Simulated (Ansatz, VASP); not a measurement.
## ZnS: VASP beside Ansatz

The input POSCAR:

```
ZnS
1.0
    3.5784085092      0.0000000000      0.0000000000
   -1.7892042546      3.0989926741      0.0000000000
    0.0000000000      0.0000000000      5.9303746993
Zn S
2 2
Direct
    0.3333333333      0.6666666667      0.0020622314
    0.6666666667      0.3333333333      0.5020622314
    0.3333333333      0.6666666667      0.3729377686
    0.6666666667      0.3333333333      0.8729377686
```

INCAR.step1

```
SYSTEM = ZnS
PREC = Accurate
ENCUT = 520
ISMEAR = 0
SIGMA = 0.02
LREAL = .FALSE.
LASPH = .TRUE.
NELM = 100
NBANDS = 26
GGA = PE
ALGO = Normal
EDIFF = 1E-4
LWAVE = .TRUE.
LCHARG = .FALSE.
```

The input INCAR.step2:

```
SYSTEM = ZnS
PREC = Accurate
ENCUT = 520
EDIFF = 1E-6
ISMEAR = 0
SIGMA = 0.02
LREAL = .FALSE.
LASPH = .TRUE.
NELM = 100
ALGO = Normal
ISIF = 2
LWAVE = .FALSE.
LCHARG = .FALSE.
METAGGA = R2SCAN
LMIXTAU = .TRUE.
NBANDS = 26
ISTART = 1
```

File KPOINTS:

```
Automatic mesh
0
G
  6 6 4
  0 0 0
```

Input for Ansatz:

```yaml
crystal:
  lattice:
    - [3.5784085092, 0.0, 0.0]
    - [-1.7892042546, 3.0989926741, 0.0]
    - [0.0, 0.0, 5.9303746993]
  atoms:
    - { symbol: Zn, position: [0.3333333333, 0.6666666667, 0.0020622314] }
    - { symbol: Zn, position: [0.6666666667, 0.3333333333, 0.5020622314] }
    - { symbol: S, position: [0.3333333333, 0.6666666667, 0.3729377686] }
    - { symbol: S, position: [0.6666666667, 0.3333333333, 0.8729377686] }
basis:
  ecutwfc: 500
kpoints:
  mp_grid: { grid: [6, 6, 4] }
  band_path: { path: [VBM, CBM], npoints: 2 }
hamiltonian:
  xc: r2scan
scf:
  occupations: { method: gaussian, width: 0.02 }
output:
  forces: true
  stress: true
  eigenvalues: true
checkpoint:
  read: start.run
  write: ck
  compress: false
  write_wavefunctions: false
  write_every: 100000
```

Alike in both runs: task single point; functional r2SCAN; k mesh 6 × 6 × 4; occupations gaussian, width 0.02 eV; no spin polarisation.

|  | VASP | Ansatz |
| --- | --- | --- |
| version | VASP 6.6.1 | Ansatz 0.2.0 |
| potentials or method | VASP PAW PBE potentials, release 64 (Zn, S), cutoff 520 eV | scalar-relativistic, plane waves, PAW |
| valence electrons in the cell | 36 | 36 |

|  | VASP | Ansatz | Ansatz less VASP |
| --- | --- | --- | --- |
| gap on the k mesh at the Fermi level (eV) | 3.62 | 3.59 | -0.027 |
| least direct gap on the mesh (eV) | 3.62 | 3.59 | -0.027 |
| pressure (GPa) | 20.2 | 20.0 | -0.15 |
| traceless stress, the component that is largest in VASP (GPa) | 0.05 | 0.01 | -0.044 |

VASP's potentials were made for PBE, not for r2SCAN. With one functional, cell and mesh, what is left measures potentials, basis and numerics.
